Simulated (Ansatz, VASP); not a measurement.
# One calculation of Al3Cu2, two programs

```
CELL_PARAMETERS angstrom
4.05565 0.00010 -0.00008
-2.02774 3.51258 0.00016
-0.00009 0.00017 4.93188
ATOMIC_POSITIONS crystal
Al 0.00000 0.00000 0.00001
Al 0.33333 0.66670 0.35085
Al 0.66666 0.33329 0.64915
Cu 0.33333 0.66663 0.84152
Cu 0.66667 0.33338 0.15847
```

Change from the starting cell: atom 2 moved 0.06 Å; relaxed back.

Alike in both runs: functional LDA; k mesh 12 × 12 × 8; occupations gaussian, width 0.15 eV; no spin polarisation.

Ansatz relaxed the structure, and its values are those at the end. VASP's run is a single point on that final structure, the one shown.

|  | VASP | Ansatz |
| --- | --- | --- |
| version | VASP 6.6.1 | Ansatz 0.2.0 |
| potentials or method | VASP PAW LDA potentials, release 64 (Al, Cu), cutoff 520 eV | scalar-relativistic, plane waves, PAW |
| valence electrons in the cell | 31 | 47 |

|  | VASP | Ansatz | Ansatz less VASP |
| --- | --- | --- | --- |
| gap on the k mesh at the Fermi level (eV) | none | none | - |
| pressure (GPa) | 0.3 | 0.0 | -0.34 |

LDA's correlation is that of Perdew and Zunger in VASP and of Perdew and Wang (1992) in Ansatz. A gap of «none» marks a metal or a gap that the smearing closes. VASP's potentials hold 31 valence electrons a cell and Ansatz's 47, so a difference there can come from the potentials and not from the codes.
